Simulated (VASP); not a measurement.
A run of VASP 6.6.1:

The input INCAR:

```
PREC = Accurate
ENCUT = 520
EDIFF = 1E-7
ISMEAR = -1
SIGMA = 0.05
LREAL = Auto
LASPH = True
NELM = 80
ALGO = Normal
ISIF = 2
LWAVE = False
LCHARG = False
GGA = PE
ISYM = 0
NBANDS = 104
```

KPOINTS

```
Automatic mesh
0
Gamma
  1 1 1
```

The input POSCAR:

```
In2O3
1.0
    6.5491560000      0.0602710000     -0.0265460000
    0.0602710000      6.5253210000     -0.0478520000
   -0.0265460000     -0.0478520000      6.3657510000
In O
8 12
Direct
    0.0606089865      0.7084817506      0.1634374632
    0.5678800624      0.7420578359      0.1942923774
    0.3019451671      0.9013351153      0.6882155969
    0.2044680687      0.3922012007      0.6225283429
    0.3466479160      0.2598678195      0.0862190982
    0.6720741068      0.2708253332      0.4720139718
    0.8274896786      0.7381177622      0.6590103748
    0.8456145894      0.1963350072     -0.0306573871
    0.3876091044      0.4582346600      0.3480280514
    0.3062376400      0.6583114328      0.9417300336
    0.5968263696      0.0939324906      0.1856552684
    0.8169029654      0.8333930373     -0.0354709083
    0.4884895602      0.2061938433      0.7608620305
    0.0757007184      0.0932658718      0.4831628679
    0.8024460957      0.4734501224      0.2037585619
    0.5762475755      0.8466154144      0.5034138641
    0.8666845090      0.4033932874      0.7151348180
    0.1156429997      0.0565557424      0.2572785465
    0.1346120937      0.1260983448      0.8665966467
    0.0980242574      0.6927795707      0.5042443602
```

Potentials or basis: VASP PAW PBE potentials, release 64 (In_d, O).

Launch:

```console
$ cat potpaw_PBE.64/In_d/POTCAR potpaw_PBE.64/O/POTCAR > POTCAR
$ mpirun -np 1 vasp_gam > vasp.out
```

Hardware: 1 thread of Intel(R) Xeon(R) 6975P-C (Granite Rapids), with other jobs on the host.

Task: How long does it take, and how much memory?

Result: Wall time 32 s on 1 thread of Intel(R) Xeon(R) 6975P-C (Granite Rapids) (shared host), peak memory 0.31 GiB. Counts: scf iterations 18, k points 1.
